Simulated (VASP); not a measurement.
# ZrB2 in VASP: notebook

Runs on ZrB2. Level: PBE+D3(BJ). Tasks: single point.

Program: VASP 6.6.1. These are calculated values, not measurements. Logs are shortened: lines on timing, memory, paths and dates and some standing lists are left out, and cuts for length are marked.

## (1) The cell of the first run

The cell holds a slab with vacuum, 6 atoms: a = 3.170 Å, b = 3.170 Å, c = 7.566 Å, α = 90.00°, β = 90.00°, γ = 120.00°.

## (2) Single point, PBE+D3(BJ)

Input file INCAR:

```
SYSTEM = ZrB2
ALGO     = Normal         ! electronic algorithm
EDIFF    = 1E-6           ! SCF threshold, eV
ENCUT    = 520            ! plane-wave cutoff, eV
GGA      = PE             ! functional
ISIF     = 2              ! what is computed and relaxed
ISMEAR   = -1             ! smearing method
IVDW     = 12             ! dispersion correction
LASPH    = .True.         ! aspherical terms in the spheres
LCHARG   = .False.        ! write CHGCAR
LREAL    = .False.        ! projectors in reciprocal space
LWAVE    = .False.        ! write WAVECAR
NBANDS   = 27             ! bands
NELM     = 60             ! most SCF steps
PREC     = Accurate       ! precision mode
SIGMA    = 0.2            ! smearing width, eV
```

Input file KPOINTS:

```
k-points
0
Gamma
  6 6 3
  0 0 0
```

Input file POSCAR:

```
ZrB2
1.0
    3.1700000000      0.0000000000      0.0000000000
   -1.5850000000      2.7453005300      0.0000000000
    0.0000000000      0.0000000000      7.5660000000
Zr B
2 4
Direct
    0.0000000000      0.0000000000      0.0000000000
    0.0000000000      0.0000000000      0.4669574412
    0.3333333333      0.6666666667      0.2334787206
    0.6666666667      0.3333333333      0.2334787206
    0.3333333333      0.6666666667      0.7004361618
    0.6666666667      0.3333333333      0.7004361618
```

Potentials or basis: VASP PAW PBE potentials, release 64 (Zr_sv, B).

On the command line:

```bash
cat potpaw_PBE.64/Zr_sv/POTCAR potpaw_PBE.64/B/POTCAR > POTCAR
mpirun -np 1 vasp_std > vasp.out
```

OUTCAR:

```text
SYSTEM = ZrB2
   EDIFF = 1E-6
   ENCUT = 520
   GGA = PE
   ISIF = 2
   ISMEAR = -1
   IVDW = 12
   LASPH = .True.
   LREAL = .False.
   NELM = 60
   PREC = Accurate
 IVDW          = 12

 ion  position               nearest neighbor table
   1  0.000  0.000  0.000-   3 2.54   4 2.54   4 2.54   3 2.54   4 2.54   3 2.54   5 2.91   6 2.91
                             6 2.91   5 2.91   5 2.91   6 2.91   2 3.53
   2  0.000  0.000  0.467-   5 2.54   6 2.54   3 2.54   4 2.54   6 2.54   5 2.54   3 2.54   4 2.54
                             5 2.54   6 2.54   4 2.54   3 2.54   1 3.53
   3  0.333  0.667  0.233-   4 1.83   4 1.83   4 1.83   1 2.54   2 2.54   1 2.54   2 2.54   1 2.54
                             2 2.54
   4  0.667  0.333  0.233-   3 1.83   3 1.83   3 1.83   1 2.54   2 2.54   1 2.54   2 2.54   1 2.54
                             2 2.54
   5  0.333  0.667  0.700-   6 1.83   6 1.83   6 1.83   2 2.54   2 2.54   2 2.54   1 2.91   1 2.91
                             1 2.91
   6  0.667  0.333  0.700-   5 1.83   5 1.83   5 1.83   2 2.54   2 2.54   2 2.54   1 2.91   1 2.91
                             1 2.91

  LATTYP: Found a hexagonal cell.
 ALAT       =     3.1700000000
 C/A-ratio  =     2.3867507886

  Lattice vectors:

 A1 = (   3.1700000000,   0.0000000000,   0.0000000000)
 A2 = (  -1.5850000000,   2.7453005300,   0.0000000000)
 A3 = (   0.0000000000,   0.0000000000,   7.5660000000)

Analysis of symmetry for initial positions (statically):
=====================================================================
 Subroutine PRICEL returns:
 Original cell was already a primitive cell.

 Routine SETGRP: Setting up the symmetry group for a
 hexagonal supercell.

 Subroutine GETGRP returns: Found 12 space group operations
 (whereof 12 operations were pure point group operations)
 out of a pool of 24 trial point group operations.

The static configuration has the point symmetry C_6v.

Analysis of symmetry for dynamics (positions and initial velocities):
=====================================================================
 Subroutine PRICEL returns:
 Original cell was already a primitive cell.

 Routine SETGRP: Setting up the symmetry group for a
 hexagonal supercell.

 Subroutine GETGRP returns: Found 12 space group operations
 (whereof 12 operations were pure point group operations)
 out of a pool of 24 trial point group operations.

The dynamic configuration has the point symmetry C_6v.

 Subroutine INISYM returns: Found 12 space group operations
 (whereof 12 operations are pure point group operations),
 and found     1 'primitive' translations

[... 94 lines left out ...]
   NSW    =      0    number of steps for IOM
   IBRION =     -1    ionic relax: 0-MD 1-quasi-New 2-CG
   NFREE  =      0    steps in history (QN), initial steepest desc. (CG)
   ISIF   =      2    stress and relaxation
   ISYM   =      2    0-nonsym 1-usesym 2-fastsym
   POTIM  = 0.5000    time-step for ionic-motion
   TEBEG  =    0.0;   TEEND  =   0.0 temperature during run
   PSTRESS=    0.0 pullay stress
   NELECT =      36.0000    total number of electrons
   NUPDOWN=      -1.0000    fix difference up-down
   EMIN   =  10.00;   EMAX   =-10.00  energy-range for DOS
   EFERMI =   0.00;   METHOD = LEGACY
   ISMEAR =    -1;   SIGMA  =   0.20  broadening in eV -4-tet -1-fermi 0-gaus
   EFERMI_NEDOS =   21; number of points for ismear=-14 and -15
   IALGO  =     38    algorithm
   IMIX   =      4    mixing-type and parameters
     AMIX     =   0.40;   BMIX     =  1.00
     AMIX_MAG =   1.60;   BMIX_MAG =  1.00
  volume/ion in A,a.u.               =      10.97        74.06
  Fermi-wavevector in a.u.,A,eV,Ry     =   1.338661  2.529702 24.381808  1.792012
  Thomas-Fermi vector in A             =   2.467114
   LORBIT       =      0    0 simple, 1 ext, 2 COOP (PROOUT), +10 PAW based schemes
   GGA     = PE    functional components
   LHFCALC =     F    Hartree Fock is set to
   AEXX    =    0.0000 exact exchange contribution
   IVDW    =    12    specifies the selected vdW correction
   LEPSILON=     F    determine dielectric tensor
   LRPA    =     F    only Hartree local field effects (RPA)
 non-spin polarized calculation
  energy-cutoff  :      520.00
  volume of cell :       65.84
 maximum number of plane-waves:      1788
 NGX is ok and might be reduce to    24
   NGX = 11   NGY = 11   NGZ = 29

 number of electron      35.9999999 magnetization

 Free energy of the ion-electron system (eV)
  ---------------------------------------------------
  ext. energy  EPLUGINS =         0.00000000
  ---------------------------------------------------
  free energy    TOTEN  =       -49.20298591 eV

  energy without entropy =      -49.04972381  energy(sigma->0) =      -49.12635486

 E-fermi :   9.4350     XC(G=0): -12.0862

 val. band max:        9.3541735187   @ k =   0.1667   0.1667   0.3333
 cond. band min:       9.4920890615   @ k =   0.3333   0.1667   0.0000
 fundamental gap:      0.1379155428
 Fermi energy:         9.4349809861

 k-point     1 :       0.0000    0.0000    0.0000
  band No.  band energies     occupation
      1     -39.3458      2.00000
      2     -38.9573      2.00000
      3     -17.6399      2.00000
      4     -17.2773      2.00000
      5     -16.9268      2.00000
      6     -16.9268      2.00000
[... 409 lines left out ...]
     26      16.3900      0.00000
     27      16.7010      0.00000

------------------------ aborting loop because EDIFF is reached ----------------------------------------

 Edisp (eV)   -2.18849

 E8    (eV) :    -0.9674

  FORCE on cell =-STRESS in cart. coord.  units (eV):
  Direction    XX          YY          ZZ          XY          YZ          ZX
  --------------------------------------------------------------------------------------
  -------------------------------------------------------------------------------------
  Total      -3.51598    -3.51598    -9.18385     0.00000     0.00000     0.00000
  in kB     -85.55413   -85.55413  -223.47043     0.00000     0.00000     0.00000
  external pressure =     -131.53 kB  Pullay stress =        0.00 kB

 VOLUME and BASIS-vectors are now :
 -----------------------------------------------------------------------------
  energy-cutoff  :      520.00
  volume of cell :       65.84
      direct lattice vectors                 reciprocal lattice vectors
     3.170000000  0.000000000  0.000000000     0.315457413  0.182129422  0.000000000
    -1.585000000  2.745300530  0.000000000     0.000000000  0.364258845  0.000000000
     0.000000000  0.000000000  7.566000000     0.000000000  0.000000000  0.132170235

 POSITION                                       TOTAL-FORCE (eV/Angst)
 -----------------------------------------------------------------------------------
      0.00000      0.00000      0.00000         0.000000      0.000000     -1.800880
      0.00000      0.00000      3.53300        -0.000000      0.000000      0.444923
     -0.00000      1.83020      1.76650        -0.000000      0.000000     -0.255719
      1.58500      0.91510      1.76650         0.000000     -0.000000     -0.255719
     -0.00000      1.83020      5.29950         0.000000     -0.000000      0.933697
      1.58500      0.91510      5.29950        -0.000000     -0.000000      0.933697
 -----------------------------------------------------------------------------------
    total drift:                                0.000000      0.000000      0.000610

  FREE ENERGIE OF THE ION-ELECTRON SYSTEM (eV)
  ---------------------------------------------------
  free  energy   TOTEN  =       -51.3914761632 eV

  energy  without entropy=      -51.2382140639  energy(sigma->0) =      -51.31484511
```

OSZICAR:

```text
N       E                     dE             d eps       ncg     rms          rms(c)
DAV:   1     0.252865670994E+03    0.25287E+03   -0.18647E+04   756   0.132E+03
DAV:   2    -0.355165409046E+02   -0.28838E+03   -0.27987E+03   841   0.355E+02
DAV:   3    -0.544653447705E+02   -0.18949E+02   -0.18762E+02  1352   0.745E+01
DAV:   4    -0.551426678726E+02   -0.67732E+00   -0.67596E+00  1016   0.125E+01
DAV:   5    -0.551617007796E+02   -0.19033E-01   -0.19029E-01  1186   0.177E+00    0.271E+01
DAV:   6    -0.492226191387E+02    0.59391E+01   -0.19761E+01   943   0.202E+01    0.106E+01
DAV:   7    -0.492677783113E+02   -0.45159E-01   -0.38076E+00  1154   0.780E+00    0.417E+00
DAV:   8    -0.492069509352E+02    0.60827E-01   -0.81486E-01   964   0.389E+00    0.234E+00
DAV:   9    -0.492050008237E+02    0.19501E-02   -0.13839E-01  1026   0.195E+00    0.433E-01
DAV:  10    -0.492030616136E+02    0.19392E-02   -0.17062E-02  1007   0.634E-01    0.180E-01
DAV:  11    -0.492029874078E+02    0.74206E-04   -0.10529E-03   986   0.215E-01    0.755E-02
DAV:  12    -0.492029875148E+02   -0.10698E-06   -0.20889E-04  1007   0.939E-02    0.121E-02
DAV:  13    -0.492029859281E+02    0.15867E-05   -0.18545E-05   973   0.275E-02    0.957E-03
DAV:  14    -0.492029859077E+02    0.20480E-07   -0.41188E-06   850   0.112E-02
   1 F= -.51391476E+02 E0= -.51314845E+02  d E =-.153262E+00
```

Run time: 40 s. Hardware: 1 thread of AMD EPYC 7R43 (Zen 3), shared host; peak memory 0.15 GiB.

Results:

| Property | Result |
| --- | --- |
| Free energy | -51.3915 eV |
| Largest force | 1.801 eV/Å |
| Band gap on the k mesh | zero (band 18 reaches 10.46 eV, above the bottom of band 19 at 9.35 eV) |
| Dispersion energy per atom | -0.365 eV |

Forces on the atoms (eV/Å):
```
Zr   0.000  0.000 -1.801
Zr   0.000  0.000  0.445
B    0.000  0.000 -0.256
B    0.000  0.000 -0.256
B    0.000  0.000  0.934
B    0.000  0.000  0.934
```

Caveat: the k points lie up to 0.38 Å⁻¹ apart.

(Part 1 of 3 ends here.)
